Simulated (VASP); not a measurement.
Input of a VASP 6.6.1 run:

File INCAR:

```
SYSTEM = CsSnI3
ALGO = Normal
EDIFF = 1E-6
ENCUT = 520
GGA = PE
ISIF = 2
ISMEAR = 0
LASPH = .True.
LCHARG = .False.
LREAL = .False.
LWAVE = .False.
NBANDS = 30
NELM = 60
PREC = Accurate
SIGMA = 0.03
```

File KPOINTS:

```
k-points
0
Gamma
  6 6 6
  0 0 0
```

POSCAR

```
CsSnI3
1.0
    6.0195290000      0.0000000000      0.0000000000
    0.0000000000      6.0195290000      0.0000000000
    0.0000000000      0.0000000000      6.2057000000
Cs Sn I
1 1 3
Direct
    0.0000000000      0.0000000000      0.0000000000
    0.5000000000      0.5000000000      0.5000000000
    0.0000000000      0.5000000000      0.5000000000
    0.5000000000      0.0000000000      0.5000000000
    0.5000000000      0.5000000000      0.0000000000
```

Potentials or basis: VASP PAW PBE potentials, release 64 (Cs_sv, Sn_d, I).

Run with:

```sh
$ cat potpaw_PBE.64/Cs_sv/POTCAR potpaw_PBE.64/Sn_d/POTCAR potpaw_PBE.64/I/POTCAR > POTCAR
$ mpirun -np 1 vasp_std > vasp.out
```

(1) What does it give for the pressure?

(2) Estimate the band gap on the k mesh.

Results:

(1) 1.9 GPa.

(2) 0.14 eV.

Caveat: the cell differs from its parent crystal (strain -0.030 along x and y, +0.000 along z); spin-orbit coupling is left out, which moves the levels of the heavy elements.
